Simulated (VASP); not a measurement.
# GaReSi (P4/nmm) in VASP: relaxation of cell and atoms with PBE+D3(BJ)

Aim: the relaxation of cell and atoms of GaReSi with PBE+D3(BJ).

All numbers are computed with VASP 6.6.1; they aren't measurements. Logs are shortened: lines on timing, memory, paths and dates and some standing lists are left out, and cuts for length are marked.

## (1) The cell of the first run

Symmetry: P4/nmm, No. 129, tetragonal system. Conventional cell: a = 3.210 Å, b = 3.210 Å, c = 8.115 Å, α = 90.00°, β = 90.00°, γ = 90.00°. Ga (site symmetry 4mm) has 8 Ga at 2.67 to 3.21 Å and 1 Si at 2.67 Å and 5 Re at 2.72 to 2.90 Å within 3.5 Å. Si (site symmetry 4mm) has 5 Re at 2.54 to 2.55 Å and 8 Si at 2.65 to 3.21 Å and 1 Ga at 2.67 Å within 3.4 Å. Re (site symmetry 4mm) has 5 Si at 2.54 to 2.55 Å and 5 Ga at 2.72 to 2.90 Å and 4 Re at 3.21 Å within 3.4 Å.

## (2) Relaxation of cell and atoms, PBE+D3(BJ)

The input, INCAR:

```
SYSTEM = GaReSi
PREC = Accurate
ENCUT = 600
EDIFF = 1E-6
ISMEAR = 0
SIGMA = 0.01
LREAL = .False.
LASPH = .True.
NELM = 100
ALGO = Normal
ISIF = 3
LWAVE = .False.
LCHARG = .False.
GGA = PE
IVDW = 12
IBRION = 2
NSW = 70
EDIFFG = -0.005
```

The input, KPOINTS:

```
Automatic mesh
0
Gamma
  12 12 6
  0 0 0
```

The input, POSCAR:

```
GaReSi
1.0
    3.2103103542      0.0000000000      0.0000000000
    0.0000000000      3.2103103542      0.0000000000
    0.0000000000      0.0000000000      8.1154343491
Ga Si Re
2 2 2
Direct
    0.5000000000      0.0000000000      0.9136582377
    0.0000000000      0.5000000000      0.0863417623
    0.0000000000      0.5000000000      0.4155231367
    0.5000000000      0.0000000000      0.5844768633
    0.0000000000      0.5000000000      0.7287746583
    0.5000000000      0.0000000000      0.2712253417
```

Potentials or basis: VASP PAW PBE potentials, release 64 (Ga_d, Si, Re).

The run is started by

```
cat potpaw_PBE.64/Ga_d/POTCAR potpaw_PBE.64/Si/POTCAR potpaw_PBE.64/Re/POTCAR > POTCAR
mpirun -np 1 vasp_std > vasp.out
```

OUTCAR:

```text
SYSTEM = GaReSi
   PREC = Accurate
   ENCUT = 600
   EDIFF = 1E-6
   ISMEAR = 0
   LREAL = .False.
   LASPH = .True.
   NELM = 100
   ISIF = 3
   GGA = PE
   IVDW = 12
   IBRION = 2
   NSW = 70
   EDIFFG = -0.005
 IVDW          = 12

 ion  position               nearest neighbor table
   1  0.500  0.000  0.914-   2 2.67   2 2.67   2 2.67   2 2.67   4 2.67   5 2.72   5 2.72   5 2.72
                             5 2.72   6 2.90
   2  0.000  0.500  0.086-   1 2.67   1 2.67   1 2.67   1 2.67   3 2.67   6 2.72   6 2.72   6 2.72
                             6 2.72   5 2.90
   3  0.000  0.500  0.416-   5 2.54   6 2.55   6 2.55   6 2.55   6 2.55   4 2.65   4 2.65   4 2.65
                             4 2.65   2 2.67
   4  0.500  0.000  0.584-   6 2.54   5 2.55   5 2.55   5 2.55   5 2.55   3 2.65   3 2.65   3 2.65
                             3 2.65   1 2.67
   5  0.000  0.500  0.729-   3 2.54   4 2.55   4 2.55   4 2.55   4 2.55   1 2.72   1 2.72   1 2.72
                             1 2.72   2 2.90
   6  0.500  0.000  0.271-   4 2.54   3 2.55   3 2.55   3 2.55   3 2.55   2 2.72   2 2.72   2 2.72
                             2 2.72   1 2.90

  LATTYP: Found a simple tetragonal cell.
 ALAT       =     3.2103103542
 C/A-ratio  =     2.5279282853

  Lattice vectors:

 A1 = (   3.2103103542,   0.0000000000,   0.0000000000)
 A2 = (   0.0000000000,   3.2103103542,   0.0000000000)
 A3 = (   0.0000000000,   0.0000000000,   8.1154343491)

Analysis of symmetry for initial positions (statically):
=====================================================================
 Subroutine PRICEL returns:
 Original cell was already a primitive cell.

 Routine SETGRP: Setting up the symmetry group for a
 simple tetragonal supercell.

 Subroutine GETGRP returns: Found 16 space group operations
 (whereof  8 operations were pure point group operations)
 out of a pool of 16 trial point group operations.

The static configuration has the point symmetry D_2d.
 The point group associated with its full space group is D_4h.

Analysis of symmetry for dynamics (positions and initial velocities):
=====================================================================
 Subroutine PRICEL returns:
 Original cell was already a primitive cell.

 Routine SETGRP: Setting up the symmetry group for a
 simple tetragonal supercell.

 Subroutine GETGRP returns: Found 16 space group operations
 (whereof  8 operations were pure point group operations)
 out of a pool of 16 trial point group operations.

The dynamic configuration has the point symmetry D_2d.
 The point group associated with its full space group is D_4h.

 Subroutine INISYM returns: Found 16 space group operations
 (whereof  8 operations are pure point group operations),
 and found     1 'primitive' translations

----------------------------------------------------------------------------------------

                                     Primitive cell

  volume of cell :      83.6384

  direct lattice vectors                    reciprocal lattice vectors
     3.210310354  0.000000000  0.000000000     0.311496363  0.000000000  0.000000000
     0.000000000  3.210310354  0.000000000     0.000000000  0.311496363  0.000000000
     0.000000000  0.000000000  8.115434349     0.000000000  0.000000000  0.123221994

  length of vectors
     3.210310354  3.210310354  8.115434349     0.311496363  0.311496363  0.123221994

  position of ions in fractional coordinates (direct lattice)
     0.500000000  0.000000000  0.913658238
     0.000000000  0.500000000  0.086341762
     0.000000000  0.500000000  0.415523137
     0.500000000  0.000000000  0.584476863
     0.000000000  0.500000000  0.728774658
     0.500000000  0.000000000  0.271225342

  ion indices of the primitive-cell ions
   primitive index   ion index
                 1           1
                 2           2
                 3           3
                 4           4
                 5           5
                 6           6

----------------------------------------------------------------------------------------

 KPOINTS: Automatic mesh

Automatic generation of k-mesh.
 Grid dimensions read from file:
 generate k-points for:   12   12    6

 Generating k-lattice:

  Cartesian coordinates                     Fractional coordinates (reciprocal lattice)
     0.025958030  0.000000000  0.000000000     0.083333333  0.000000000  0.000000000
     0.000000000  0.025958030  0.000000000     0.000000000  0.083333333  0.000000000
     0.000000000  0.000000000  0.020536999     0.000000000  0.000000000  0.166666667

  Length of vectors
     0.025958030  0.025958030  0.020536999

  Shift w.r.t. Gamma in fractional coordinates (k-lattice)
     0.000000000  0.000000000  0.000000000

 Subroutine IBZKPT returns following result:
 ===========================================

 Found    112 irreducible k-points:

 Following reciprocal coordinates:
            Coordinates               Weight
  0.000000  0.000000  0.000000      1.000000
  0.083333  0.000000  0.000000      4.000000
  0.166667  0.000000  0.000000      4.000000
  0.250000  0.000000  0.000000      4.000000
  0.333333  0.000000  0.000000      4.000000
  0.416667  0.000000  0.000000      4.000000
[... 16 lines left out ...]
  0.333333  0.333333  0.000000      4.000000
  0.416667  0.333333  0.000000      8.000000
 [... further k-points ...]
   k-points           NKPTS =    112   k-points in BZ     NKDIM =    112   number of bands    NBANDS=     28
   number of dos      NEDOS =    301   number of ions     NIONS =      6
   total plane-waves  NPLWV =  54880
   dimension x,y,z NGX =    28 NGY =   28 NGZ =   70
   dimension x,y,z NGXF=    56 NGYF=   56 NGZF=  140
   ions per type =               2   2   2
   NGX,Y,Z   is equivalent  to a cutoff of  14.50, 14.50, 14.34 a.u.
   NGXF,Y,Z  is equivalent  to a cutoff of  29.00, 29.00, 28.68 a.u.
 SYSTEM =  GaReSi
   PREC   = accura    normal or accurate (medium, high low for compatibility)
   ISTART =      0    job   : 0-new  1-cont  2-samecut
   ICHARG =      2    charge: 1-file 2-atom 10-const
   ISPIN  =      1    spin polarized calculation?
   LNONCOLLINEAR =      F non collinear calculations
   LSORBIT =      F    spin-orbit coupling
   LASPH  =      T    aspherical Exc in radial PAW
   ENCUT  =  600.0 eV  44.10 Ry    6.64 a.u.   6.41  6.41 16.21*2*pi/ulx,y,z
   NELM   =    100;   NELMIN=  2; NELMDL= -5     # of ELM steps
   EDIFF  = 0.1E-05   stopping-criterion for ELM
   LREAL  =      F    real-space projection
   EDIFFG = -.5E-02   stopping-criterion for IOM
   NSW    =     70    number of steps for IOM
   IBRION =      2    ionic relax: 0-MD 1-quasi-New 2-CG
   NFREE  =      1    steps in history (QN), initial steepest desc. (CG)
   ISIF   =      3    stress and relaxation
   ISYM   =      2    0-nonsym 1-usesym 2-fastsym
   POTIM  = 0.5000    time-step for ionic-motion
   TEBEG  =    0.0;   TEEND  =   0.0 temperature during run
   PSTRESS=    0.0 pullay stress
   NELECT =      48.0000    total number of electrons
   NUPDOWN=      -1.0000    fix difference up-down
   EMIN   =  10.00;   EMAX   =-10.00  energy-range for DOS
   EFERMI =   0.00;   METHOD = LEGACY
   ISMEAR =     0;   SIGMA  =   0.01  broadening in eV -4-tet -1-fermi 0-gaus
   EFERMI_NEDOS =   21; number of points for ismear=-14 and -15
   IALGO  =     38    algorithm
   IMIX   =      4    mixing-type and parameters
     AMIX     =   0.40;   BMIX     =  1.00
     AMIX_MAG =   1.60;   BMIX_MAG =  1.00
  volume/ion in A,a.u.               =      13.94        94.07
  Fermi-wavevector in a.u.,A,eV,Ry     =   1.360463  2.570902 25.182462  1.850859
  Thomas-Fermi vector in A             =   2.487123
   LORBIT       =      0    0 simple, 1 ext, 2 COOP (PROOUT), +10 PAW based schemes
   GGA     = PE    functional components
   LHFCALC =     F    Hartree Fock is set to
   AEXX    =    0.0000 exact exchange contribution
   IVDW    =    12    specifies the selected vdW correction
   LEPSILON=     F    determine dielectric tensor
   LRPA    =     F    only Hartree local field effects (RPA)
 conjugate gradient relaxation of ions
 non-spin polarized calculation
 Gauss-broadening in eV      SIGMA  =   0.01
  energy-cutoff  :      600.00
  volume of cell :       83.64
 maximum number of plane-waves:      2819
 NGX is ok and might be reduce to    28
   NGX = 13   NGY = 13   NGZ = 33

--------------------------------------- Ionic step        1  -------------------------------------------

 number of electron      47.9999999 magnetization

 Free energy of the ion-electron system (eV)
  ---------------------------------------------------
  ext. energy  EPLUGINS =         0.00000000
  ---------------------------------------------------
  free energy    TOTEN  =       -43.28621139 eV

  energy without entropy =      -43.28621139  energy(sigma->0) =      -43.28621139

------------------------ aborting loop because EDIFF is reached ----------------------------------------

 Edisp (eV)   -3.07461

 E8    (eV) :    -1.4267
[... 35 lines left out ...]
--------------------------------------- Ionic step        2  -------------------------------------------

 number of electron      48.0000011 magnetization

 E-fermi :  10.2646     XC(G=0): -13.0499

 val. band max:       10.1876875203   @ k =   0.0000   0.0000   0.5000
 cond. band min:      10.3851058545   @ k =   0.2500   0.0000   0.0000
 fundamental gap:      0.1974183342
 Fermi energy:        10.2645853703

 k-point     1 :       0.0000    0.0000    0.0000
  band No.  band energies     occupation
      1      -5.1943      2.00000
      2      -5.1058      2.00000
      3      -5.0198      2.00000
      4      -4.9683      2.00000
      5      -4.9683      2.00000
      6      -4.8202      2.00000
[... 733 lines left out ...]
     27      12.6235      0.00000
     28      12.7977      0.00000

 [... further k-points ...]

------------------------ aborting loop because EDIFF is reached ----------------------------------------

 Edisp (eV)   -3.31924

 E8    (eV) :    -1.5417
[... 73 lines left out ...]
  FREE ENERGIE OF THE ION-ELECTRON SYSTEM (eV)
  ---------------------------------------------------
  free  energy   TOTEN  =       -46.4019957731 eV

  energy  without entropy=      -46.4019957731  energy(sigma->0) =      -46.40199577

[... ionic steps 4 to 14 ...]

--------------------------------------- Ionic step       15  -------------------------------------------

 number of electron      48.0000010 magnetization

------------------------ aborting loop because EDIFF is reached ----------------------------------------
[... 83 lines left out ...]
--------------------------------------- Ionic step       17  -------------------------------------------

 number of electron      48.0000010 magnetization

 Free energy of the ion-electron system (eV)
  ---------------------------------------------------
  ext. energy  EPLUGINS =         0.00000000
  ---------------------------------------------------
  free energy    TOTEN  =       -43.23922811 eV

  energy without entropy =      -43.23922811  energy(sigma->0) =      -43.23922811

 E-fermi :   9.6392     XC(G=0): -12.8121

 val. band max:        9.5782543743   @ k =   0.0000   0.0000   0.5000
 cond. band min:       9.7618028717   @ k =   0.2500   0.0000   0.0000
 fundamental gap:      0.1835484974
 Fermi energy:         9.6392068516

 k-point     1 :       0.0000    0.0000    0.0000
  band No.  band energies     occupation
      1      -5.6865      2.00000
      2      -5.5990      2.00000
      3      -5.5401      2.00000
      4      -5.4840      2.00000
      5      -5.4840      2.00000
      6      -5.3378      2.00000
[... 733 lines left out ...]
     27      11.8690      0.00000
     28      12.0137      0.00000

 [... further k-points ...]

------------------------ aborting loop because EDIFF is reached ----------------------------------------

 Edisp (eV)   -3.16482

 E8    (eV) :    -1.4691
[... 29 lines left out ...]
  FREE ENERGIE OF THE ION-ELECTRON SYSTEM (eV)
  ---------------------------------------------------
  free  energy   TOTEN  =       -46.4040469021 eV

  energy  without entropy=      -46.4040469021  energy(sigma->0) =      -46.40404690

 reached required accuracy - stopping structural energy minimisation
```

Wall time 43 min (1 thread of Intel Xeon Platinum 8259CL at 2.50GHz (Skylake/Cascade Lake), shared host); peak memory 0.48 GiB.

Results:

* Free energy: -46.4040 eV
* Relaxed volume: 13.55 Å³/atom
* Relaxed cell: a = 3.181 Å, b = 3.181 Å, c = 8.039 Å, α = 90.00°, β = 90.00°, γ = 90.00°
* Space group after relaxing (to 0.05 Å): P4/nmm (No. 129)
* Energy gained by relaxing: 7.2 meV/atom
* Ionic steps: 17
* Pressure after relaxing: 0.0 GPa
* Band gap on the k mesh: 0.18 eV, indirect (least direct gap 0.88 eV)
* Dispersion energy per atom: -0.527 eV

Forces on the atoms (eV/Å):
```
Ga   0.000  0.000 -0.001
Ga   0.000  0.000  0.001
Si   0.000  0.000 -0.003
Si   0.000  0.000  0.003
Re   0.000  0.000  0.001
Re   0.000  0.000 -0.001
```

Step by step:
| step | energy change (eV) | largest force (eV/Å) | pressure (GPa) | volume (Å³) |
| --- | --- | --- | --- | --- |
| 1 | 0.0000 | 0.0199 | -5.81 | 83.64 |
| 2 | 0.0957 | 0.5405 | 12.18 | 77.67 |
| 3 | -0.0412 | 0.1692 | -0.11 | 81.46 |
| 4 | -0.0412 | 0.1721 | 0.07 | 81.42 |
| 5 | -0.0428 | 0.0272 | -0.03 | 81.30 |
| 6 | -0.0429 | 0.0359 | 0.03 | 81.32 |
| 7 | -0.0431 | 0.0201 | -0.04 | 81.34 |
| 8 | -0.0432 | 0.0249 | -0.07 | 81.34 |
| 9 | -0.0432 | 0.0070 | 0.07 | 81.29 |
| 10 | -0.0432 | 0.0053 | 0.10 | 81.29 |
| 11 | -0.0432 | 0.0062 | -0.18 | 81.37 |
| 12 | -0.0432 | 0.0063 | 0.03 | 81.32 |
| 13 | -0.0432 | 0.0060 | -0.04 | 81.33 |
| 14 | -0.0432 | 0.0059 | -0.04 | 81.33 |
| 15 | -0.0432 | 0.0069 | -0.02 | 81.32 |
| 16 | -0.0432 | 0.0075 | 0.00 | 81.32 |
| 17 | -0.0432 | 0.0027 | -0.04 | 81.32 |

Final structure:
```yaml
crystal:
  lattice:
    - [3.18058, 0.00000, 0.00000]
    - [0.00000, 3.18058, 0.00000]
    - [0.00000, 0.00000, 8.03917]
  atoms:
    - { symbol: Ga, position: [0.50000, 0.00000, 0.91443] }
    - { symbol: Ga, position: [0.00000, 0.50000, 0.08557] }
    - { symbol: Si, position: [0.00000, 0.50000, 0.41580] }
    - { symbol: Si, position: [0.50000, 0.00000, 0.58420] }
    - { symbol: Re, position: [0.00000, 0.50000, 0.72978] }
    - { symbol: Re, position: [0.50000, 0.00000, 0.27022] }
```

Caveat: spin-orbit coupling is left out, which moves the levels of the heavy elements. A k mesh can miss the band edges.
